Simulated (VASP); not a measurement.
TaF3:

```
CELL_PARAMETERS angstrom
3.94771 0.00000 0.00000
0.00000 3.94771 0.00000
0.00000 0.00000 3.94771
ATOMIC_POSITIONS crystal
Ta 0.00000 0.00000 0.00000
F 0.50000 0.00000 0.00000
F 0.00000 0.50000 0.00000
F 0.00000 0.00000 0.50000
```

```yaml
Program: VASP 6.6.1
Task: relaxation of cell and atoms
Functional: PBE
Potentials_or_basis: VASP PAW PBE potentials, release 64 (Ta_sv_GW, F)
Cutoff: 600 eV
k_mesh: 5 × 5 × 5
Occupations: fermi-dirac, width 0.1 eV
Spin: no spin polarisation
Hubbard_terms: Ta d U = 2.0 eV
```

At the start: pressure 20.9 GPa; volume 15.38 Å³/atom.

How do energy, volume and symmetry change on relaxing?

Over 15 steps the energy falls by 138.7 meV/atom and the volume is 17.80 Å³/atom (+15.7 %); space group Pm-3m (No. 221, to 0.05 Å).

Step by step:
```
step  energy change (eV)  largest force (eV/Å)  pressure (GPa)  volume (Å³)
   1              0.0000                0.0000           20.91        61.52
   2             -0.2025                0.0000          -10.17        81.18
   3             -0.5549                0.0000           -0.20        71.39
   4             -0.5550                0.0000            0.10        71.18
   5             -0.5550                0.0000            0.09        71.18
   6             -0.5550                0.0000            0.09        71.19
   7             -0.5550                0.0000            0.09        71.19
   8             -0.5550                0.0000            0.09        71.19
   9             -0.5550                0.0000            0.09        71.19
  10             -0.5550                0.0000            0.09        71.19
  11             -0.5550                0.0000            0.09        71.19
  12             -0.5550                0.0000            0.09        71.19
  13             -0.5550                0.0000            0.09        71.19
  14             -0.5550                0.0000            0.09        71.19
  15             -0.5550                0.0000            0.09        71.19
```

Final structure:
```yaml
crystal:
  lattice:
    - [4.14450, 0.00000, 0.00000]
    - [0.00000, 4.14450, 0.00000]
    - [0.00000, 0.00000, 4.14450]
  atoms:
    - { symbol: Ta, position: [0.00000, 0.00000, 0.00000] }
    - { symbol: F, position: [0.50000, 0.00000, 0.00000] }
    - { symbol: F, position: [0.00000, 0.50000, 0.00000] }
    - { symbol: F, position: [0.00000, 0.00000, 0.50000] }
```

Caveat: the volume moved by over 15 % at a fixed basis, so the end points are rough; the volume moved by +16 % from the deposited cell, more than functionals usually miss; U without spin polarisation on a metal has little footing.
